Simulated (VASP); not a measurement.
Set up this calculation in VASP 6.6.1, as the native input.

* Task: single point
* Functional: PBEsol
* Potentials or basis: VASP PAW PBE potentials, release 64 (Te, Sn_d)
* Cutoff: 520 eV
* k mesh: 7 × 7 × 7
* Occupations: fermi-dirac, width 0.05 eV
* Spin: no spin polarisation
* Dipole correction: no
* Further INCAR settings: ALGO = Normal; EDIFF = 1e-07; NBANDS = 17

The structure of SnTe lies in POSCAR:

```
SnTe
1.0
    0.0000000000      3.5389230800      3.6111460000
    3.5389230800      0.0000000000      3.6111460000
    3.5389230800      3.5389230800      0.0000000000
Te Sn
1 1
Direct
    0.2500000000      0.2500000000      0.2500000000
    0.0000000000      0.0000000000      0.0000000000
```

One way to write it, as run:

INCAR

```
SYSTEM = SnTe
PREC     = Accurate       ! precision mode
ENCUT    = 520            ! plane-wave cutoff, eV
EDIFF    = 1E-7           ! SCF threshold, eV
ISMEAR   = -1             ! smearing method
SIGMA    = 0.05           ! smearing width, eV
LREAL    = .FALSE.        ! projectors in reciprocal space
LASPH    = .TRUE.         ! aspherical terms in the spheres
NELM     = 60             ! most SCF steps
ALGO     = Normal         ! electronic algorithm
ISIF     = 2              ! what is computed and relaxed
LWAVE    = .FALSE.        ! write WAVECAR
LCHARG   = .FALSE.        ! write CHGCAR
GGA      = PS             ! functional
NBANDS   = 17             ! bands
```

KPOINTS

```
regular mesh
0
G
  7 7 7
  0 0 0
```

Potentials or basis: VASP PAW PBE potentials, release 64 (Te, Sn_d).

Launch:

```sh
$ cat potpaw_PBE.64/Te/POTCAR potpaw_PBE.64/Sn_d/POTCAR > POTCAR
$ mpirun -np 1 vasp_std > vasp.out
```

Results of the run:

The pressure is -0.5 GPa and the band gap on the k mesh is 0.13 eV, indirect (least direct gap 0.72 eV).

Caveat: the PAW data sets were made with another functional, which shifts forces and pressure a little; spin-orbit coupling is left out, which moves the levels of the heavy elements.

Run time: 63 s on 1 thread of Intel(R) Xeon(R) Platinum 8488C (Sapphire Rapids), with other jobs on the host, peak memory 0.26 GiB.
